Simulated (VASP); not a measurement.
# Li3OF (Pm-3m) in VASP: further runs, part 2 of 2

VASP 6.6.1. Earlier steps stand in the parts before.

## Step 3: Single point, PBE (volume changed by +6%)

INCAR

```
  PREC = Accurate
  ENCUT = 520
  EDIFF = 1E-6
  ISMEAR = 0
  SIGMA = 0.01
  LREAL = F
  LASPH = T
  NELM = 80
  ALGO = Normal
  ISIF = 2
  LWAVE = F
  LCHARG = T
  GGA = PE
  LELF = T
  LVHAR = T
  NBANDS = 19
```

KPOINTS

```
Automatic mesh
0
Gamma
  6 6 6
```

POSCAR

```
Li3OF
1.0
    3.7531894435      0.0000000000      0.0000000000
    0.0000000000      3.7531894435      0.0000000000
    0.0000000000      0.0000000000      3.7531894435
F O Li
1 1 3
Direct
    0.0000000000      0.0000000000      0.0000000000
    0.5000000000      0.5000000000      0.5000000000
    0.5000000000      0.5000000000      0.0000000000
    0.5000000000      0.0000000000      0.5000000000
    0.0000000000      0.5000000000      0.5000000000
```

Potentials or basis: VASP PAW PBE potentials, release 64 (F, O, Li_sv).

Launch:

```
cat potpaw_PBE.64/F/POTCAR potpaw_PBE.64/O/POTCAR potpaw_PBE.64/Li_sv/POTCAR > POTCAR
mpirun -np 1 vasp_std > vasp.out
```

OUTCAR:

```text
PREC = Accurate
   ENCUT = 520
   EDIFF = 1E-6
   ISMEAR = 0
   LREAL = F
   LASPH = T
   NELM = 80
   ISIF = 2
   GGA = PE

 ion  position               nearest neighbor table
   1  0.000  0.000  0.000-
   2  0.500  0.500  0.500-   3 1.88   4 1.88   5 1.88   3 1.88   4 1.88   5 1.88
   3  0.500  0.500  0.000-   2 1.88   2 1.88
   4  0.500  0.000  0.500-   2 1.88   2 1.88
   5  0.000  0.500  0.500-   2 1.88   2 1.88
[... 636 lines left out ...]
  Direction    XX          YY          ZZ          XY          YZ          ZX
  --------------------------------------------------------------------------------------
  -------------------------------------------------------------------------------------
  Total       -1.0088953     -1.0088953     -1.0088953     -0.0000000      0.0000000      0.0000000
  in kB      -30.5742092    -30.5742092    -30.5742092     -0.0000000      0.0000000      0.0000000
  external PRESSURE =     -30.5742092 kB  Pullay stress =       0.0000000 kB

 VOLUME and BASIS-vectors are now :
 -----------------------------------------------------------------------------
  energy-cutoff  :      520.00
  volume of cell :       52.87
      direct lattice vectors                 reciprocal lattice vectors
     3.753189444  0.000000000  0.000000000     0.266440055  0.000000000  0.000000000
     0.000000000  3.753189444  0.000000000     0.000000000  0.266440055  0.000000000
     0.000000000  0.000000000  3.753189444     0.000000000  0.000000000  0.266440055

 POSITION                                       TOTAL-FORCE (eV/Angst)
 -----------------------------------------------------------------------------------
      0.00000      0.00000      0.00000         0.000000      0.000000      0.000000
      1.87659      1.87659      1.87659         0.000000      0.000000      0.000000
      1.87659      1.87659      0.00000         0.000000      0.000000      0.000000
      1.87659      0.00000      1.87659         0.000000      0.000000      0.000000
      0.00000      1.87659      1.87659         0.000000      0.000000      0.000000
 -----------------------------------------------------------------------------------
    total drift:                                0.000000      0.000000      0.000000

  FREE ENERGIE OF THE ION-ELECTRON SYSTEM (eV)
  ---------------------------------------------------
  free  energy   TOTEN  =       -23.1088515914 eV

  energy  without entropy=      -23.1088515914  energy(sigma->0) =      -23.10885159
```

stdout:

```text
POSCAR found type information on POSCAR F O Li
 POSCAR found :  3 types and       5 ions
 scaLAPACK will be used
 LDA part: xc-table for (Slater+PW92), standard interpolation
 POSCAR, INCAR and KPOINTS ok, starting setup
 FFT: planning ... GRIDC
 FFT: planning ... GRID_SOFT
 FFT: planning ... GRID
 WAVECAR not read
 entering main loop
```

It took 15 s on 1 thread of AMD EPYC 9R14 (Zen 4), shared host; peak memory 0.13 GiB.

Results:

- Free energy: -23.1089 eV
- Band gap on the k mesh: 4.55 eV, indirect (least direct gap 5.11 eV)

Caveat: the cutoff is under 1.25 times the usual one of these potentials, so pressure, stress and relaxed cells hold a basis-set (Pulay) error.

## Step 4: Single point, r2SCAN (volume changed by -6%)

POSCAR: that of step 3 with these lines changed.

```diff
@@ -2,5 +2,5 @@
 1.0
-    3.7531894435      0.0000000000      0.0000000000
-    0.0000000000      3.7531894435      0.0000000000
-    0.0000000000      0.0000000000      3.7531894435
+    3.5677765876      0.0000000000      0.0000000000
+    0.0000000000      3.5677765876      0.0000000000
+    0.0000000000      0.0000000000      3.5677765876
 F O Li
```

INCAR.step1

```
SYSTEM = Li3OF
PREC = Accurate ; ENCUT = 520
ISMEAR = 0 ; SIGMA = 0.01
LREAL = .FALSE. ; LASPH = .TRUE.
NELM = 80 ; NBANDS = 19
GGA = PE ; ALGO = Normal
EDIFF = 1E-4 ; LWAVE = .TRUE.
LCHARG = .FALSE.
```

INCAR.step2

```
SYSTEM = Li3OF
PREC = Accurate ; ENCUT = 520
EDIFF = 1E-6 ; ISMEAR = 0
SIGMA = 0.01 ; LREAL = .FALSE.
LASPH = .TRUE. ; NELM = 80
ALGO = Normal ; ISIF = 2
LWAVE = .FALSE. ; LCHARG = .TRUE.
METAGGA = R2SCAN ; LMIXTAU = .TRUE.
LELF = .TRUE. ; LVHAR = .TRUE.
NBANDS = 19 ; ISTART = 1
```

KPOINTS

```
regular mesh
0
G
  6 6 6
  0 0 0
```

Launch:

```
cat potpaw_PBE.64/F/POTCAR potpaw_PBE.64/O/POTCAR potpaw_PBE.64/Li_sv/POTCAR > POTCAR
cp INCAR.step1 INCAR
mpirun -np 1 vasp_std > vasp.out
cp INCAR.step2 INCAR
mpirun -np 1 vasp_std > vasp.out
```

Run time: 66 s. Hardware: 1 thread of AMD EPYC 9R14 (Zen 4), shared host; peak memory 0.13 GiB.

The run converged. Its results:

* Free energy: -27.5515 eV
* Band gap on the k mesh: 5.94 eV, indirect (least direct gap 6.44 eV)

Levels at points of the mesh, in eV from the valence-band top:
```tsv
k point	band 9	band 10	band 11	band 12	band 13	band 14
(0.00, 0.00, 0.00)	-0.80	-0.80	-0.80	5.94	12.64	12.64
(0.50, 0.00, 0.00)	-1.11	-1.11	-0.95	8.12	10.22	11.42
(0.50, 0.50, 0.00)	-0.91	0.00	0.00	6.44	11.04	11.04
(0.50, 0.50, 0.50)	-0.30	-0.30	-0.30	8.65	8.65	8.65
```

Caveat: the cutoff is under 1.25 times the usual one of these potentials, so pressure, stress and relaxed cells hold a basis-set (Pulay) error; the PAW data sets were made with another functional, which shifts forces and pressure a little. A k mesh can miss the band edges.

## Step 5: Single point, r2SCAN (volume changed by -3%)

POSCAR: that of step 4 with these lines changed.

```diff
@@ -2,5 +2,5 @@
 1.0
-    3.5677765876      0.0000000000      0.0000000000
-    0.0000000000      3.5677765876      0.0000000000
-    0.0000000000      0.0000000000      3.5677765876
+    3.6053348907      0.0000000000      0.0000000000
+    0.0000000000      3.6053348907      0.0000000000
+    0.0000000000      0.0000000000      3.6053348907
 F O Li
```

INCAR.step1

```
SYSTEM = Li3OF
PREC = Accurate
ENCUT = 520
ISMEAR = 0
SIGMA = 0.01
LREAL = .FALSE.
LASPH = .TRUE.
NELM = 80
NBANDS = 19
GGA = PE
ALGO = Normal
EDIFF = 1E-4
LWAVE = .TRUE.
LCHARG = .FALSE.
```

INCAR.step2

```
SYSTEM = Li3OF
PREC = Accurate
ENCUT = 520
EDIFF = 1E-6
ISMEAR = 0
SIGMA = 0.01
LREAL = .FALSE.
LASPH = .TRUE.
NELM = 80
ALGO = Normal
ISIF = 2
LWAVE = .FALSE.
LCHARG = .FALSE.
METAGGA = R2SCAN
LMIXTAU = .TRUE.
NBANDS = 19
ISTART = 1
```

KPOINTS

```
Automatic mesh
0
G
  6 6 6
  0 0 0
```

Launch:

```
cat potpaw_PBE.64/F/POTCAR potpaw_PBE.64/O/POTCAR potpaw_PBE.64/Li_sv/POTCAR > POTCAR
cp INCAR.step1 INCAR
mpirun -np 1 vasp_std > vasp.out
cp INCAR.step2 INCAR
mpirun -np 1 vasp_std > vasp.out
```

It took 59 s on 1 thread of AMD EPYC 9R14 (Zen 4), shared host; peak memory 0.13 GiB.

Results (log left out):

| Property | Result |
| --- | --- |
| Free energy | -27.5899 eV |
| Band gap on the k mesh | 5.76 eV, indirect (least direct gap 6.41 eV) |

Levels at points of the mesh, in eV from the valence-band top:
```tsv
k point	band 7	band 8	band 9	band 10	band 11	band 12	band 13	band 14	band 15	band 16
(0.00, 0.00, 0.00)	-2.70	-2.70	-0.75	-0.75	-0.75	5.76	12.48	12.48	13.93	13.93
(0.50, 0.00, 0.00)	-2.29	-2.29	-1.04	-1.04	-0.93	7.97	9.96	11.33	13.10	13.10
(0.50, 0.50, 0.00)	-3.18	-2.19	-0.85	0.00	0.00	6.41	10.85	10.85	12.03	12.48
(0.50, 0.50, 0.50)	-2.90	-2.90	-0.29	-0.29	-0.29	8.55	8.55	8.55	14.77	14.77
```

Caveat: the cutoff is under 1.25 times the usual one of these potentials, so pressure, stress and relaxed cells hold a basis-set (Pulay) error; the PAW data sets were made with another functional, which shifts forces and pressure a little.

## Step 6: Summary

```csv
level,cell,gap on the mesh (eV)
PBE,"a = 3.717 Å, 5 atoms",4.67
PBE,"a = 3.753 Å, 5 atoms",4.55
r2SCAN,"a = 3.568 Å, 5 atoms",5.94
r2SCAN,"a = 3.605 Å, 5 atoms",5.76
```

Alike in all rows: task single point; potentials or basis VASP PAW PBE potentials, release 64 (F, O, Li_sv); no spin polarisation; k mesh 6 × 6 × 6; cutoff (eV) 520; smearing gaussian 0.01 eV.

Caveats: the cutoff is under 1.25 times the usual one of these potentials, so pressure, stress and relaxed cells hold a basis-set (Pulay) error; the PAW data sets were made with another functional, which shifts forces and pressure a little (some runs).

Absolute energies hang on the potentials; compare differences alone.
